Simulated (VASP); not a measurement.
# LiAl16O24 (a cell with a defect) in VASP: single point with PBE

Aim: the single point of LiAl16O24 (a cell with a defect) with PBE.

Program: VASP 6.6.1. These are calculated values, not measurements. Logs are shortened: lines on timing, memory, paths and dates and some standing lists are left out, and cuts for length are marked.

## Step 1: The cell of the first run

The cell holds a defect, 41 atoms: a = 5.181 Å, b = 10.361 Å, c = 10.361 Å, α = 55.29°, β = 55.29°, γ = 55.29°.

## Step 2: Single point, PBE

INCAR reads:

```
PREC     = Accurate       # precision mode
ENCUT    = 520            # plane-wave cutoff, eV
EDIFF    = 1E-6           # SCF threshold, eV
ISMEAR   = -1             # smearing method
SIGMA    = 0.01           # smearing width, eV
LREAL    = Auto         
LASPH    = T              # aspherical terms in the spheres
NELM     = 100            # most SCF steps
ALGO     = Normal         # electronic algorithm
ISIF     = 2              # what is computed and relaxed
LWAVE    = F              # write WAVECAR
LCHARG   = F              # write CHGCAR
GGA      = PE             # functional
NBANDS   = 124            # bands
NELECT   = 194.0
```

KPOINTS reads:

```
Automatic mesh
0
Gamma
  2 2 2
  0.5 0.5 0.5
```

POSCAR reads:

```
LiAl16O24
1.0
    2.4039417600      1.3879164200      4.3742070900
   -4.8078835200      2.7758328500      8.7484141900
    0.0000000000     -5.5516656900      8.7484141900
Al O Li
16 24 1
Direct
    0.6140928100      0.3266876600      0.3538732100
    0.8482650200      0.4309761700      0.4280469500
    0.1633796900      0.0630416100      0.0722958900
    0.3720281300      0.1709338200      0.1815341500
    0.6372321200      0.3265420000      0.8185399800
    0.8377418200      0.4447573000      0.8972122100
    0.1419745700      0.0746273500      0.5772291900
    0.3401509700      0.1735432300      0.6849472700
    0.6471663300      0.8237361900      0.3249027600
    0.8445221500      0.9281659000      0.4298578000
    0.1394063600      0.5745697400      0.0753744600
    0.3495784300      0.6776209500      0.1728449200
    0.6444198800      0.8263272300      0.8238559000
    0.8555494900      0.9248237800      0.9264729800
    0.1466318800      0.5819138700      0.5665950200
    0.3455806100      0.6815327500      0.6729574500
    0.4444802800      0.0285993300      0.3787483800
    0.9385553200      0.1239408200      0.2901848800
    0.0474739700      0.3731502100      0.2216648500
    0.7558167300      0.2254666700      0.0308983600
    0.2353252800      0.2794680400      0.4776580300
    0.5417242300      0.4766636300      0.1251114700
    0.4451923900      0.0263739200      0.8757725400
    0.9387672900      0.1255598600      0.7823266500
    0.0466998300      0.3812787500      0.7153383700
    0.7354346900      0.2250756400      0.5374088900
    0.2514696300      0.2806314700      0.9619372900
    0.5458385800      0.4774635900      0.6230925400
    0.4397137600      0.5317050200      0.3738817900
    0.9392278500      0.6260980300      0.2781419700
    0.0532965400      0.8750836600      0.2226435900
    0.7466777200      0.7232582900      0.0280458200
    0.2471354300      0.7815831100      0.4700108300
    0.5530050700      0.9754222000      0.1255525500
    0.4325489700      0.5305441200      0.8731542700
    0.9369420800      0.6324349200      0.7718529000
    0.0523884000      0.8771242200      0.7222079900
    0.7457912600      0.7245424300      0.5271615800
    0.2480502100      0.7788339600      0.9718483100
    0.5479799100      0.9751534900      0.6275005700
    0.8903683100      0.3025795400      0.1250666500
```

Potentials or basis: VASP PAW PBE potentials, release 64 (Al, O, Li_sv).

Run with:

```sh
$ cat potpaw_PBE.64/Al/POTCAR potpaw_PBE.64/O/POTCAR potpaw_PBE.64/Li_sv/POTCAR > POTCAR
$ mpirun -np 1 vasp_std > vasp.out
```

OUTCAR:

```text
PREC = Accurate
   ENCUT = 520
   EDIFF = 1E-6
   ISMEAR = -1
   LREAL = Auto
   LASPH = T
   NELM = 100
   ISIF = 2
   GGA = PE
   NELECT = 194.0

 ion  position               nearest neighbor table
   1  0.614  0.327  0.354-  21 1.80  26 1.86  29 1.86  18 1.99  19 2.03  41 2.03  22 2.08   2 2.59
                             8 2.67  12 2.85   4 3.05   2 3.18  10 3.29  15 3.31
   2  0.848  0.431  0.428-  30 1.84  28 1.85  21 1.85  29 2.01  26 2.02  19 2.06   1 2.59  15 2.80
                            11 2.82   7 2.85   5 3.17   1 3.18   9 3.21
   3  0.163  0.063  0.072-  23 1.81  31 1.83  20 1.91  34 1.95  27 2.06  18 2.15  41 2.26  14 2.76
                             4 2.81  10 2.86   6 3.08  12 3.16   8 3.17   4 3.21
   4  0.372  0.171  0.182-  17 1.82  20 1.86  19 1.89  34 1.97  18 2.07  27 2.17  41 2.30   9 2.77
                             3 2.81   5 2.89   1 3.05   3 3.21   7 3.22  11 3.27
   5  0.637  0.327  0.819-  27 1.82  28 1.85  24 1.85  35 2.01  25 2.02  20 2.12   6 2.61   8 2.81
                            16 2.83   4 2.89   2 3.17  14 3.26   6 3.29
   6  0.838  0.445  0.897-  36 1.80  25 1.85  35 1.86  20 2.03  27 2.03  41 2.03  22 2.06   5 2.61
                            15 2.67  11 2.83   3 3.08  13 3.19   5 3.29  16 3.32
   7  0.142  0.075  0.577-  37 1.86  17 1.87  26 1.89  21 1.98  40 1.98  24 2.00   8 2.68  14 2.80
                            10 2.81   2 2.85   4 3.22  16 3.22   8 3.28
   8  0.340  0.174  0.685-  23 1.84  25 1.88  26 1.89  24 1.95  40 1.97  21 2.02   1 2.67   7 2.68
                            13 2.78   5 2.81   3 3.17   7 3.28  15 3.33
   9  0.647  0.824  0.325-  33 1.87  30 1.87  34 1.88  38 1.97  31 1.98  17 2.02  10 2.70   4 2.77
[... 27 lines left out ...]
  29  0.440  0.532  0.374-  15 1.84   1 1.86  12 1.89   2 2.01
  30  0.939  0.626  0.278-   2 1.84   9 1.87  11 1.98  12 2.00
  31  0.053  0.875  0.223-   3 1.83  12 1.88   9 1.98  10 2.03
  32  0.747  0.723  0.028-  11 1.86  12 1.87  14 1.99  13 1.99
  33  0.247  0.782  0.470-   9 1.87  10 1.87  15 1.96  16 1.97
  34  0.553  0.975  0.126-   9 1.88  14 1.90   3 1.95   4 1.97
  35  0.433  0.531  0.873-   6 1.86  16 1.88  11 1.89   5 2.01
  36  0.937  0.632  0.772-   6 1.80  13 1.86  16 1.99  15 1.99
  37  0.052  0.877  0.722-   7 1.86  16 1.86  14 1.98  13 1.99
  38  0.746  0.725  0.527-  15 1.86  16 1.87   9 1.97  10 1.99
  39  0.248  0.779  0.972-  14 1.85  13 1.88  12 1.96  11 2.01
  40  0.548  0.975  0.628-  13 1.86  10 1.87   8 1.97   7 1.98
  41  0.890  0.303  0.125-  27 1.66  18 1.66  22 1.68   6 2.03   1 2.03  20 2.09  19 2.15   3 2.26
                             4 2.30

  LATTYP: Found a base centered monoclinic cell.
 ALAT       =    14.1357249055
 B/A-ratio  =     0.6802457681
 C/A-ratio  =     0.3664920511
 COS(beta)  =    -0.1016821385

  Lattice vectors:

 A1 = (   7.2118252800,  -1.3879164300,  -4.3742071000)
 A2 = (   2.4039417600,   6.9395821100,  -4.3742071000)
 A3 = (   2.4039417600,   1.3879164200,   4.3742070900)

Analysis of symmetry for initial positions (statically):
=====================================================================
 Subroutine PRICEL returns:
 Original cell was already a primitive cell.

 Routine SETGRP: Setting up the symmetry group for a
 base centered monoclinic supercell.

 Subroutine GETGRP returns: Found  1 space group operations
 (whereof  1 operations were pure point group operations)
 out of a pool of  4 trial point group operations.

The static configuration has the point symmetry C_1 .

Analysis of symmetry for dynamics (positions and initial velocities):
=====================================================================
 Subroutine PRICEL returns:
 Original cell was already a primitive cell.

 Routine SETGRP: Setting up the symmetry group for a
 base centered monoclinic supercell.

 Subroutine GETGRP returns: Found  1 space group operations
 (whereof  1 operations were pure point group operations)
 out of a pool of  4 trial point group operations.

The dynamic configuration has the point symmetry C_1 .

 Subroutine INISYM returns: Found  1 space group operations
 (whereof  1 operations are pure point group operations),
 and found     1 'primitive' translations

----------------------------------------------------------------------------------------

                                     Primitive cell

  volume of cell :     350.2659

  direct lattice vectors                    reciprocal lattice vectors
     2.403941760  1.387916420  4.374207090     0.207991728  0.120084080  0.076204287
    -4.807883520  2.775832850  8.748414190    -0.103995864  0.060042040  0.038102144
     0.000000000 -5.551665690  8.748414190    -0.000000000 -0.120084080  0.038102144

  length of vectors
     5.180630815 10.361261641 10.361261640     0.251967932  0.125983966  0.125983966

  position of ions in fractional coordinates (direct lattice)
     0.614092810  0.326687660  0.353873210
     0.848265020  0.430976170  0.428046950
     0.163379690  0.063041610  0.072295890
     0.372028130  0.170933820  0.181534150
     0.637232120  0.326542000  0.818539980
     0.837741820  0.444757300  0.897212210
[... 33 lines left out ...]
     0.547979910  0.975153490  0.627500570
     0.890368310  0.302579540  0.125066650

  ion indices of the primitive-cell ions
   primitive index   ion index
                 1           1
                 2           2
                 3           3
                 4           4
                 5           5
                 6           6
[... 33 lines left out ...]
                40          40
                41          41

----------------------------------------------------------------------------------------

 KPOINTS: Automatic mesh

Automatic generation of k-mesh.
 Grid dimensions read from file:
 generate k-points for:    2    2    2

 Generating k-lattice:

  Cartesian coordinates                     Fractional coordinates (reciprocal lattice)
     0.103995864  0.060042040  0.038102144     0.500000000  0.000000000  0.000000000
    -0.051997932  0.030021020  0.019051072    -0.000000000  0.500000000  0.000000000
    -0.000000000 -0.060042040  0.019051072     0.000000000  0.000000000  0.500000000

  Length of vectors
     0.125983966  0.062991983  0.062991983

  Shift w.r.t. Gamma in fractional coordinates (k-lattice)
     0.500000000  0.500000000  0.500000000

 Subroutine IBZKPT returns following result:
 ===========================================

 Found      4 irreducible k-points:

 Following reciprocal coordinates:
            Coordinates               Weight
  0.250000  0.250000  0.250000      2.000000
 -0.250000  0.250000  0.250000      2.000000
  0.250000 -0.250000  0.250000      2.000000
 -0.250000 -0.250000  0.250000      2.000000
   k-points           NKPTS =      4   k-points in BZ     NKDIM =      4   number of bands    NBANDS=    124
   number of dos      NEDOS =    301   number of ions     NIONS =     41
   total plane-waves  NPLWV = 256000
   dimension x,y,z NGX =    40 NGY =   80 NGZ =   80
   dimension x,y,z NGXF=    80 NGYF=  160 NGZF=  160
   ions per type =              16  24   1
   NGX,Y,Z   is equivalent  to a cutoff of  12.84, 12.84, 12.84 a.u.
   NGXF,Y,Z  is equivalent  to a cutoff of  25.67, 25.67, 25.67 a.u.
 SYSTEM =  unknown system
   PREC   = accura    normal or accurate (medium, high low for compatibility)
   ISTART =      0    job   : 0-new  1-cont  2-samecut
   ICHARG =      2    charge: 1-file 2-atom 10-const
   ISPIN  =      1    spin polarized calculation?
   LNONCOLLINEAR =      F non collinear calculations
   LSORBIT =      F    spin-orbit coupling
   LASPH  =      T    aspherical Exc in radial PAW
   ENCUT  =  520.0 eV  38.22 Ry    6.18 a.u.   9.63 19.27 19.27*2*pi/ulx,y,z
   NELM   =    100;   NELMIN=  2; NELMDL= -5     # of ELM steps
   EDIFF  = 0.1E-05   stopping-criterion for ELM
   LREAL  =      T    real-space projection
   EDIFFG = 0.1E-04   stopping-criterion for IOM
   NSW    =      0    number of steps for IOM
[... 5 lines left out ...]
   TEBEG  =    0.0;   TEEND  =   0.0 temperature during run
   PSTRESS=    0.0 pullay stress
   NELECT =     194.0000    total number of electrons
   NUPDOWN=      -1.0000    fix difference up-down
   EMIN   =  10.00;   EMAX   =-10.00  energy-range for DOS
   EFERMI =   0.00;   METHOD = LEGACY
   ISMEAR =    -1;   SIGMA  =   0.01  broadening in eV -4-tet -1-fermi 0-gaus
   EFERMI_NEDOS =   21; number of points for ismear=-14 and -15
   IALGO  =     38    algorithm
   IMIX   =      4    mixing-type and parameters
     AMIX     =   0.40;   BMIX     =  1.00
     AMIX_MAG =   1.60;   BMIX_MAG =  1.00
  volume/ion in A,a.u.               =       8.54        57.65
  Fermi-wavevector in a.u.,A,eV,Ry     =   1.344444  2.540631 24.592943  1.807530
  Thomas-Fermi vector in A             =   2.472437
   LORBIT       =      0    0 simple, 1 ext, 2 COOP (PROOUT), +10 PAW based schemes
   GGA     = PE    functional components
   LHFCALC =     F    Hartree Fock is set to
   AEXX    =    0.0000 exact exchange contribution
   IVDW    =     0    specifies the selected vdW correction
   LEPSILON=     F    determine dielectric tensor
   LRPA    =     F    only Hartree local field effects (RPA)
 non-spin polarized calculation
  energy-cutoff  :      520.00
  volume of cell :      350.27
 maximum number of plane-waves:      9444
 NGX is ok and might be reduce to    40
   NGX = 19   NGY = 39   NGZ = 39

 number of electron     194.0000009 magnetization

 Free energy of the ion-electron system (eV)
  ---------------------------------------------------
  ext. energy  EPLUGINS =         0.00000000
  ---------------------------------------------------
  free energy    TOTEN  =      -307.57747248 eV

  energy without entropy =     -307.57747248  energy(sigma->0) =     -307.57747248

 E-fermi :   6.1095     XC(G=0): -11.5693

 val. band max:        5.8429010208   @ k =   0.2500   0.2500   0.2500
 cond. band min:      12.5285547284   @ k =   0.2500   0.2500   0.2500
 fundamental gap:      6.6856537075
 Fermi energy:         6.1094858803

 k-point     1 :       0.2500    0.2500    0.2500
  band No.  band energies     occupation
      1     -37.0856      2.00000
      2     -12.9262      2.00000
      3     -12.0136      2.00000
      4     -11.9758      2.00000
      5     -11.9214      2.00000
      6     -11.8261      2.00000
[... 437 lines left out ...]
    108      15.7795      0.00000
    109      15.9634      0.00000
 [bands above 109 left out]

------------------------ aborting loop because EDIFF is reached ----------------------------------------

  FORCE on cell =-STRESS in cart. coord.  units (eV):
  Direction    XX          YY          ZZ          XY          YZ          ZX
  --------------------------------------------------------------------------------------
  -------------------------------------------------------------------------------------
  Total       -0.9788846      4.8041124     -4.2259272     -0.1181885     -4.9376535      0.1750747
  in kB       -4.4775891     21.9748492    -19.3301289     -0.5406150    -22.5856894      0.8008224
  external PRESSURE =      -0.6109563 kB  Pullay stress =       0.0000000 kB

 VOLUME and BASIS-vectors are now :
 -----------------------------------------------------------------------------
  energy-cutoff  :      520.00
  volume of cell :      350.27
      direct lattice vectors                 reciprocal lattice vectors
     2.403941760  1.387916420  4.374207090     0.207991728  0.120084080  0.076204287
    -4.807883520  2.775832850  8.748414190    -0.103995864  0.060042040  0.038102144
     0.000000000 -5.551665690  8.748414190    -0.000000000 -0.120084080  0.038102144

 POSITION                                       TOTAL-FORCE (eV/Angst)
 -----------------------------------------------------------------------------------
     -0.09443     -0.20545      8.64000         0.025650     -0.021748      0.042523
     -0.03290     -0.00273     11.22558         0.011698     -0.017813      0.015121
      0.08966      0.00039      1.89865        -0.000352      0.038569     -0.003826
      0.07250     -0.01699      4.71086         0.021325     -0.010040      0.001591
     -0.03811     -2.75341     12.80504         0.016655     -0.012689     -0.002746
     -0.12446     -2.58373     15.40456        -0.021374     -0.009440      0.012655
[... 33 lines left out ...]
     -3.37111     -0.01626     16.41766         0.008009     -0.001248     -0.000582
      0.68563      1.38134      7.63588        -0.065110      0.002858     -0.022146
 -----------------------------------------------------------------------------------
    total drift:                                0.006917      0.001984     -0.011892

  FREE ENERGIE OF THE ION-ELECTRON SYSTEM (eV)
  ---------------------------------------------------
  free  energy   TOTEN  =      -307.5774724819 eV

  energy  without entropy=     -307.5774724819  energy(sigma->0) =     -307.57747248
```

Wall time 13 min (1 thread of Intel Xeon 8259CL, shared host); peak memory 0.59 GiB.

Results:

```
Free energy   : -307.5775 eV
Largest force : 0.093 eV/Å
```

Forces on the atoms (eV/Å):
```
Al   0.026 -0.022  0.043
Al   0.012 -0.018  0.015
Al   0.000  0.039 -0.004
Al   0.021 -0.010  0.002
Al   0.017 -0.013 -0.003
Al  -0.021 -0.009  0.013
Al   0.014 -0.009 -0.005
Al  -0.030 -0.003  0.012
Al  -0.001 -0.004  0.000
Al   0.029  0.005  0.009
Al   0.015  0.007  0.005
Al  -0.006 -0.029  0.029
Al  -0.003  0.000 -0.016
Al  -0.029 -0.010  0.009
Al   0.008  0.006 -0.014
Al   0.005  0.013  0.014
O   -0.032  0.007 -0.006
O    0.047 -0.031  0.009
O    0.003  0.007 -0.012
O   -0.020 -0.001 -0.020
O   -0.039 -0.017 -0.028
O   -0.066  0.025 -0.022
O    0.016 -0.021  0.012
O   -0.029  0.009  0.014
O    0.041  0.008 -0.036
O    0.012  0.012  0.013
O    0.082  0.039  0.021
O    0.025  0.004 -0.009
O   -0.011  0.000  0.006
O   -0.010  0.011  0.015
O    0.025  0.001 -0.025
O   -0.001  0.012 -0.004
O   -0.008 -0.020 -0.004
O    0.007  0.011 -0.003
O   -0.023 -0.016 -0.009
O   -0.016  0.024  0.036
O    0.005 -0.012 -0.018
O   -0.009  0.012 -0.009
O    0.003 -0.007 -0.003
O    0.008 -0.001 -0.001
Li  -0.065  0.003 -0.022
```

Caveat: the k points lie up to 0.61 Å⁻¹ apart; the cell carries a net charge on a neutralising background, which shifts energy and pressure; the cell is charged against a uniform background, so pressure and absolute levels hang on convention; the cutoff is under 1.25 times the usual one of these potentials, so pressure, stress and relaxed cells hold a basis-set (Pulay) error.
